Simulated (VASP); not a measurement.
A run of VASP 6.6.1:

The input INCAR:

```
SYSTEM = BN
PREC     = Accurate       ! precision mode
ENCUT    = 600            ! plane-wave cutoff, eV
EDIFF    = 1E-6           ! SCF threshold, eV
ISMEAR   = 0              ! smearing method
SIGMA    = 0.05           ! smearing width, eV
LREAL    = .FALSE.        ! projectors in reciprocal space
LASPH    = .TRUE.         ! aspherical terms in the spheres
NELM     = 120            ! most SCF steps
ALGO     = Normal         ! electronic algorithm
ISIF     = 2              ! what is computed and relaxed
LWAVE    = .FALSE.        ! write WAVECAR
LCHARG   = .FALSE.        ! write CHGCAR
GGA      = CA             ! functional
NBANDS   = 11             ! bands
GGA_COMPAT= .FALSE.
```

File KPOINTS:

```
regular mesh
0
G
  12 12 12
  0 0 0
```

Contents of POSCAR:

```
BN
1.0
    1.2511217832      0.7223354983      3.3729344033
   -1.2511217832      0.7223354983      3.3729344033
    0.0000000000     -1.4446709967      3.3729344033
B N
1 1
Direct
    0.9996712000      0.9996712000      0.9996712000
    0.3327618000      0.3327618000      0.3327618000
```

Potentials or basis: VASP PAW LDA potentials, release 64 (B, N).

Launch:

```sh
$ cat potpaw_LDA.64/B/POTCAR potpaw_LDA.64/N/POTCAR > POTCAR
$ mpirun -np 1 vasp_std > vasp.out
```

Hardware: 1 thread of Intel Xeon 8259CL, with other jobs on the host.

**Question.** How long does it take, and how much memory?

**Answer.** Run time: 110 s on 1 thread of Intel Xeon 8259CL, on a shared host, peak memory 0.17 GiB. Counts: scf iterations 12, k points 189.
